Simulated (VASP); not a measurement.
# Tl (P6_3/mmc) in VASP: notebook

Tl is run at these levels: PBE; tasks: single point.

All numbers are computed with VASP 6.6.1; they aren't measurements. Logs are shortened: lines on timing, memory, paths and dates and some standing lists are left out, and cuts for length are marked.

## (1) The cell of the first run

It takes space group P6_3/mmc (No. 194, hexagonal). Conventional cell: a = 3.590 Å, b = 3.590 Å, c = 5.642 Å, α = 90.00°, β = 90.00°, γ = 120.00°. Tl (site symmetry -6m2) has 12 Tl at 3.50 to 3.59 Å within 4.6 Å.

## (2) Single point, PBE

Contents of INCAR:

```
PREC = Accurate
ENCUT = 520
EDIFF = 1E-6
ISMEAR = 1
SIGMA = 1.0
LREAL = False
LASPH = True
NELM = 80
ALGO = Normal
ISIF = 2
LWAVE = False
LCHARG = True
GGA = PE
LELF = True
LVHAR = True
NBANDS = 20
```

Contents of KPOINTS:

```
Automatic mesh
0
Gamma
  10 10 6
```

Contents of POSCAR:

```
Tl
1.0
    3.5902820628      0.0000000000      0.0000000000
   -1.7951410314      3.1092754731      0.0000000000
    0.0000000000      0.0000000000      5.6419406004
Tl
2
Direct
    0.3333333333      0.6666666667      0.2500000000
    0.6666666667      0.3333333333      0.7500000000
```

Potentials or basis: VASP PAW PBE potentials, release 64 (Tl_d).

Command:

```
$ cat potpaw_PBE.64/Tl_d/POTCAR > POTCAR
$ mpirun -np 1 vasp_std > vasp.out
```

OUTCAR:

```text
PREC = Accurate
   ENCUT = 520
   EDIFF = 1E-6
   ISMEAR = 1
   LREAL = False
   LASPH = True
   NELM = 80
   ISIF = 2
   GGA = PE

 ion  position               nearest neighbor table
   1  0.333  0.667  0.250-   2 3.50   2 3.50   2 3.50   2 3.50   2 3.50   2 3.50
   2  0.667  0.333  0.750-   1 3.50   1 3.50   1 3.50   1 3.50   1 3.50   1 3.50

  LATTYP: Found a hexagonal cell.
 ALAT       =     3.5902820628
 C/A-ratio  =     1.5714477308

  Lattice vectors:

 A1 = (   3.5902820628,   0.0000000000,   0.0000000000)
 A2 = (  -1.7951410314,   3.1092754731,   0.0000000000)
 A3 = (   0.0000000000,   0.0000000000,   5.6419406004)

Analysis of symmetry for initial positions (statically):
=====================================================================
 Subroutine PRICEL returns:
 Original cell was already a primitive cell.

 Routine SETGRP: Setting up the symmetry group for a
 hexagonal supercell.

 Subroutine GETGRP returns: Found 24 space group operations
 (whereof 12 operations were pure point group operations)
 out of a pool of 24 trial point group operations.

The static configuration has the point symmetry D_3d.
 The point group associated with its full space group is D_6h.

Analysis of symmetry for dynamics (positions and initial velocities):
=====================================================================
 Subroutine PRICEL returns:
 Original cell was already a primitive cell.

 Routine SETGRP: Setting up the symmetry group for a
 hexagonal supercell.

 Subroutine GETGRP returns: Found 24 space group operations
 (whereof 12 operations were pure point group operations)
 out of a pool of 24 trial point group operations.

The dynamic configuration has the point symmetry D_3d.
 The point group associated with its full space group is D_6h.

 Subroutine INISYM returns: Found 24 space group operations
 (whereof 12 operations are pure point group operations),
 and found     1 'primitive' translations

----------------------------------------------------------------------------------------

                                     Primitive cell

  volume of cell :      62.9820

  direct lattice vectors                    reciprocal lattice vectors
     3.590282063  0.000000000  0.000000000     0.278529648  0.160809167  0.000000000
    -1.795141031  3.109275473  0.000000000     0.000000000  0.321618335  0.000000000
     0.000000000  0.000000000  5.641940600     0.000000000  0.000000000  0.177243979

  length of vectors
     3.590282063  3.590282063  5.641940600     0.321618335  0.321618335  0.177243979

  position of ions in fractional coordinates (direct lattice)
     0.333333333  0.666666667  0.250000000
     0.666666667  0.333333333  0.750000000

  ion indices of the primitive-cell ions
   primitive index   ion index
                 1           1
                 2           2

----------------------------------------------------------------------------------------

 KPOINTS: Automatic mesh

Automatic generation of k-mesh.
 Grid dimensions read from file:
 generate k-points for:   10   10    6

 Generating k-lattice:

  Cartesian coordinates                     Fractional coordinates (reciprocal lattice)
     0.027852965  0.016080917  0.000000000     0.100000000  0.000000000  0.000000000
     0.000000000  0.032161833  0.000000000     0.000000000  0.100000000  0.000000000
     0.000000000  0.000000000  0.029540663     0.000000000  0.000000000  0.166666667

  Length of vectors
     0.032161833  0.032161833  0.029540663

  Shift w.r.t. Gamma in fractional coordinates (k-lattice)
     0.000000000  0.000000000  0.000000000

 Subroutine IBZKPT returns following result:
 ===========================================

 Found     56 irreducible k-points:

 Following reciprocal coordinates:
            Coordinates               Weight
  0.000000  0.000000  0.000000      1.000000
  0.100000 -0.000000  0.000000      6.000000
  0.200000 -0.000000  0.000000      6.000000
  0.300000  0.000000  0.000000      6.000000
  0.400000  0.000000  0.000000      6.000000
  0.500000  0.000000  0.000000      3.000000
[... 16 lines left out ...]
  0.300000  0.100000  0.166667     24.000000
  0.400000  0.100000  0.166667     24.000000
 [... further k-points ...]
   k-points           NKPTS =     56   k-points in BZ     NKDIM =     56   number of bands    NBANDS=     20
   number of dos      NEDOS =    301   number of ions     NIONS =      2
   total plane-waves  NPLWV =  32928
   dimension x,y,z NGX =    28 NGY =   28 NGZ =   42
   dimension x,y,z NGXF=    56 NGYF=   56 NGZF=   84
   ions per type =               2
   NGX,Y,Z   is equivalent  to a cutoff of  12.97, 12.97, 12.38 a.u.
   NGXF,Y,Z  is equivalent  to a cutoff of  25.93, 25.93, 24.75 a.u.
 SYSTEM =  unknown system
   PREC   = accura    normal or accurate (medium, high low for compatibility)
   ISTART =      0    job   : 0-new  1-cont  2-samecut
   ICHARG =      2    charge: 1-file 2-atom 10-const
   ISPIN  =      1    spin polarized calculation?
   LNONCOLLINEAR =      F non collinear calculations
   LSORBIT =      F    spin-orbit coupling
   LASPH  =      T    aspherical Exc in radial PAW
   ENCUT  =  520.0 eV  38.22 Ry    6.18 a.u.   6.68  6.68 10.49*2*pi/ulx,y,z
   NELM   =     80;   NELMIN=  2; NELMDL= -5     # of ELM steps
   EDIFF  = 0.1E-05   stopping-criterion for ELM
   LREAL  =      F    real-space projection
   EDIFFG = 0.1E-04   stopping-criterion for IOM
   NSW    =      0    number of steps for IOM
   IBRION =     -1    ionic relax: 0-MD 1-quasi-New 2-CG
   NFREE  =      0    steps in history (QN), initial steepest desc. (CG)
   ISIF   =      2    stress and relaxation
   ISYM   =      2    0-nonsym 1-usesym 2-fastsym
   POTIM  = 0.5000    time-step for ionic-motion
   TEBEG  =    0.0;   TEEND  =   0.0 temperature during run
   PSTRESS=    0.0 pullay stress
   NELECT =      26.0000    total number of electrons
   NUPDOWN=      -1.0000    fix difference up-down
   EMIN   =  10.00;   EMAX   =-10.00  energy-range for DOS
   EFERMI =   0.00;   METHOD = LEGACY
   ISMEAR =     1;   SIGMA  =   1.00  broadening in eV -4-tet -1-fermi 0-gaus
   EFERMI_NEDOS =   21; number of points for ismear=-14 and -15
   IALGO  =     38    algorithm
   IMIX   =      4    mixing-type and parameters
     AMIX     =   0.40;   BMIX     =  1.00
     AMIX_MAG =   1.60;   BMIX_MAG =  1.00
  volume/ion in A,a.u.               =      31.49       212.51
  Fermi-wavevector in a.u.,A,eV,Ry     =   1.218972  2.303524 20.216810  1.485894
  Thomas-Fermi vector in A             =   2.354240
   LORBIT       =      0    0 simple, 1 ext, 2 COOP (PROOUT), +10 PAW based schemes
   GGA     = PE    functional components
   LHFCALC =     F    Hartree Fock is set to
   AEXX    =    0.0000 exact exchange contribution
   IVDW    =     0    specifies the selected vdW correction
   LEPSILON=     F    determine dielectric tensor
   LRPA    =     F    only Hartree local field effects (RPA)
 non-spin polarized calculation
 Methfessel and Paxton  Order N= 1 SIGMA  =   1.00
  energy-cutoff  :      520.00
  volume of cell :       62.98
 maximum number of plane-waves:      1731
 NGX is ok and might be reduce to    28
   NGX = 13   NGY = 13   NGZ = 21

 number of electron      26.0000008 magnetization

 Free energy of the ion-electron system (eV)
  ---------------------------------------------------
  ext. energy  EPLUGINS =         0.00000000
  ---------------------------------------------------
  free energy    TOTEN  =        -4.44739998 eV

  energy without entropy =       -4.45979308  energy(sigma->0) =       -4.45153101

 E-fermi :   5.6627     XC(G=0):  -9.7161

 val. band max:        5.6047723868   @ k =   0.4000   0.0000   0.3333
 cond. band min:       5.6700731104   @ k =   0.3000   0.1000   0.5000
 fundamental gap:      0.0653007236
 Fermi energy:         5.6626903157

 k-point     1 :       0.0000    0.0000    0.0000
  band No.  band energies     occupation
      1      -6.0155      2.00000
      2      -5.8497      2.00000
      3      -5.8450      2.00000
      4      -5.8450      2.00000
      5      -5.8025      2.00000
      6      -5.8025      2.00000
[... 12 lines left out ...]
     19      15.6585     -0.00000
     20      15.9845     -0.00000

 k-point     2 :       0.1000   -0.0000    0.0000
  band No.  band energies     occupation
      1      -5.9961      2.00000
      2      -5.8847      2.00000
      3      -5.8132      2.00000
      4      -5.8066      2.00000
      5      -5.7960      2.00000
      6      -5.7932      2.00000
[... 12 lines left out ...]
     19      15.8408     -0.00000
     20      16.6202     -0.00000

 k-point     3 :       0.2000   -0.0000    0.0000
  band No.  band energies     occupation
      1      -6.0036      2.00000
      2      -5.8801      2.00000
      3      -5.8442      2.00000
      4      -5.8264      2.00000
      5      -5.8059      2.00000
      6      -5.7291      2.00000
[... 12 lines left out ...]
     19      14.7708     -0.00000
     20      16.6451     -0.00000

 k-point     4 :       0.3000    0.0000    0.0000
  band No.  band energies     occupation
      1      -6.0592      2.00000
      2      -5.9180      2.00000
      3      -5.8870      2.00000
      4      -5.8663      2.00000
      5      -5.7630      2.00000
      6      -5.6470      2.00000
[... 12 lines left out ...]
     19      14.0297     -0.00000
     20      15.7680     -0.00000

 k-point     5 :       0.4000    0.0000    0.0000
  band No.  band energies     occupation
      1      -6.1070      2.00000
      2      -5.9835      2.00000
      3      -5.9146      2.00000
      4      -5.8962      2.00000
      5      -5.7157      2.00000
      6      -5.6865      2.00000
[... 12 lines left out ...]
     19      13.4334     -0.00000
     20      15.2350     -0.00000
[... 353 lines left out ...]
      6      -5.7531      2.00000
[... 12 lines left out ...]
     19      15.5486     -0.00000
     20      16.0830     -0.00000

 k-point    22 :       0.2000    0.1000    0.1667
  band No.  band energies     occupation
      1      -5.9934      2.00000
      2      -5.9186      2.00000
      3      -5.8822      2.00000
      4      -5.8464      2.00000
      5      -5.7846      2.00000
      6      -5.6892      2.00000
[... 12 lines left out ...]
     19      15.1981     -0.00000
     20      15.8587     -0.00000

 k-point    23 :       0.3000    0.1000    0.1667
  band No.  band energies     occupation
      1      -6.0414      2.00000
      2      -5.9831      2.00000
      3      -5.8795      2.00000
      4      -5.8715      2.00000
      5      -5.7562      2.00000
      6      -5.6967      2.00000
[... 12 lines left out ...]
     19      14.7603     -0.00000
     20      15.1253     -0.00000

 k-point    24 :       0.4000    0.1000    0.1667
  band No.  band energies     occupation
      1      -6.0688      2.00000
      2      -6.0328      2.00000
      3      -5.8915      2.00000
      4      -5.8730      2.00000
      5      -5.7803      2.00000
      6      -5.6651      2.00000
[... 12 lines left out ...]
     19      14.5309     -0.00000
     20      14.7628     -0.00000

 [... further k-points ...]

------------------------ aborting loop because EDIFF is reached ----------------------------------------

  FORCE on cell =-STRESS in cart. coord.  units (eV):
  Direction    XX          YY          ZZ          XY          YZ          ZX
  --------------------------------------------------------------------------------------
  -------------------------------------------------------------------------------------
  Total       -0.0612058     -0.0612058     -0.0403247      0.0000000      0.0000000      0.0000000
  in kB       -1.5569943     -1.5569943     -1.0258074      0.0000000      0.0000000      0.0000000
  external PRESSURE =      -1.3799320 kB  Pullay stress =       0.0000000 kB

 VOLUME and BASIS-vectors are now :
 -----------------------------------------------------------------------------
  energy-cutoff  :      520.00
  volume of cell :       62.98
      direct lattice vectors                 reciprocal lattice vectors
     3.590282063  0.000000000  0.000000000     0.278529648  0.160809167  0.000000000
    -1.795141031  3.109275473  0.000000000     0.000000000  0.321618335  0.000000000
     0.000000000  0.000000000  5.641940600     0.000000000  0.000000000  0.177243979

 POSITION                                       TOTAL-FORCE (eV/Angst)
 -----------------------------------------------------------------------------------
     -0.00000      2.07285      1.41049        -0.000000      0.000000      0.000000
      1.79514      1.03643      4.23146         0.000000     -0.000000      0.000000
 -----------------------------------------------------------------------------------
    total drift:                               -0.000000      0.000000      0.000000

  FREE ENERGIE OF THE ION-ELECTRON SYSTEM (eV)
  ---------------------------------------------------
  free  energy   TOTEN  =        -4.4473999796 eV

  energy  without entropy=       -4.4597930784  energy(sigma->0) =       -4.45153101
```

It took 20 s on 1 thread of Intel Xeon 6975P-C (Granite Rapids), shared host; peak memory 0.21 GiB.

Results:

```
Free energy            : -4.4474 eV
Pressure               : -0.1 GPa
Band gap on the k mesh : zero (band 13 reaches 8.92 eV, above the bottom of band 14 at 3.64 eV)
```

Caveat: spin-orbit coupling is left out, which moves the levels of the heavy elements.

## (3) Single point, PBE

Contents of INCAR:

```
  ALGO = Normal
  EDIFF = 1E-6
  ENCUT = 520
  GGA = PE
  ISIF = 2
  ISMEAR = -1
  LASPH = True
  LCHARG = False
  LREAL = False
  LWAVE = False
  NBANDS = 20
  NELM = 60
  PREC = Accurate
  SIGMA = 0.1
```

Contents of KPOINTS:

```
k-points
0
Gamma
  11 11 6
```

POSCAR is that of step 2.

Potentials or basis: VASP PAW PBE potentials, release 64 (Tl_d).

Command:

```
$ cat potpaw_PBE.64/Tl_d/POTCAR > POTCAR
$ mpirun -np 1 vasp_std > vasp.out
```

Wall time 21 s (1 thread of Intel Xeon 6975P-C (Granite Rapids), shared host); peak memory 0.21 GiB.

It converged, with:

* Free energy: -4.4763 eV
* Pressure: -0.1 GPa
* Band gap on the k mesh: zero (band 13 reaches 8.91 eV, above the bottom of band 14 at 3.77 eV)

Levels at points of the mesh, in eV from the Fermi level:
| k point | band 11 | band 12 | band 13 | band 14 | band 15 | band 16 |
| --- | --- | --- | --- | --- | --- | --- |
| (0.00, 0.00, 0.00) | -9.40 | -4.98 | -2.38 | 7.18 | 7.18 | 9.11 |
| (0.00, 0.00, 0.50) | -8.07 | -8.07 | 3.28 | 3.28 | 8.11 | 8.11 |

Caveat: spin-orbit coupling is left out, which moves the levels of the heavy elements.

## (4) Single point, PBE

Contents of INCAR:

```
ALGO = Normal ; EDIFF = 1E-7
ENCUT = 520 ; GGA = PE
ISIF = 2 ; ISMEAR = -1
LASPH = T ; LCHARG = F
LREAL = F ; LWAVE = F
NBANDS = 20 ; NELM = 60
PREC = Accurate ; SIGMA = 0.1
```

Contents of KPOINTS:

```
k-points
0
Gamma
  15 15 8
```

POSCAR is that of step 3.

Command:

```
$ cat potpaw_PBE.64/Tl_d/POTCAR > POTCAR
$ mpirun -np 1 vasp_std > vasp.out
```

It took 47 s on 1 thread of Intel Xeon 6975P-C (Granite Rapids), shared host; peak memory 0.27 GiB.

It converged, with:

| Quantity | Value |
| --- | --- |
| Free energy | -4.4665 eV |
| Pressure | -0.1 GPa |
| Band gap on the k mesh | zero (band 13 reaches 8.93 eV, above the bottom of band 14 at 3.71 eV) |

Levels at points of the mesh, in eV from the Fermi level:
| k point | band 10 | band 11 | band 12 | band 13 | band 14 | band 15 | band 16 | band 17 |
| --- | --- | --- | --- | --- | --- | --- | --- | --- |
| (0.00, 0.00, 0.00) | -11.13 | -9.45 | -5.03 | -2.43 | 7.14 | 7.14 | 9.06 | 9.06 |
| (0.00, 0.00, 0.50) | -11.21 | -8.12 | -8.12 | 3.23 | 3.23 | 8.06 | 8.06 | 8.06 |

Caveat: spin-orbit coupling is left out, which moves the levels of the heavy elements.

(Part 1 of 2 ends here.)
